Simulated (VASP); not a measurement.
Input of a VASP 6.6.1 run:

File INCAR:

```
PREC = Accurate
ENCUT = 500
EDIFF = 1E-6
ISMEAR = 0
SIGMA = 0.15
LREAL = F
LASPH = T
NELM = 120
ALGO = Normal
ISIF = 2
LWAVE = F
LCHARG = F
GGA = PS
NBANDS = 30
GGA_COMPAT = F
```

File KPOINTS:

```
regular mesh
0
Gamma
  12 12 12
```

POSCAR

```
Ga3Sb
1.0
   -2.1293141421      2.1293141421      4.5452890665
    2.1293141421     -2.1293141421      4.5452890665
    2.1293141421      2.1293141421     -4.5452890665
Ga Sb
3 1
Direct
    0.7500000000      0.2500000000      0.5000000000
    0.2500000000      0.7500000000      0.5000000000
    0.5000000000      0.5000000000      0.0000000000
    0.0000000000      0.0000000000      0.0000000000
```

Potentials or basis: VASP PAW PBE potentials, release 64 (Ga_d, Sb).

Launch:

```sh
$ cat potpaw_PBE.64/Ga_d/POTCAR potpaw_PBE.64/Sb/POTCAR > POTCAR
$ mpirun -np 1 vasp_std > vasp.out
```

Question: Estimate the band gap on the k mesh.

Answer: Zero (bands 22 and 23 overlap by 4.96 eV).

Question: Predict the pressure.

Answer: 0.3 GPa.

Stress tensor (GPa, compression positive):
```
 0.50  0.00  0.00
 0.00  0.50  0.00
 0.00  0.00 -0.19
```

Caveat: the PAW data sets were made with another functional, which shifts forces and pressure a little; spin-orbit coupling is left out, which moves the levels of the heavy elements.
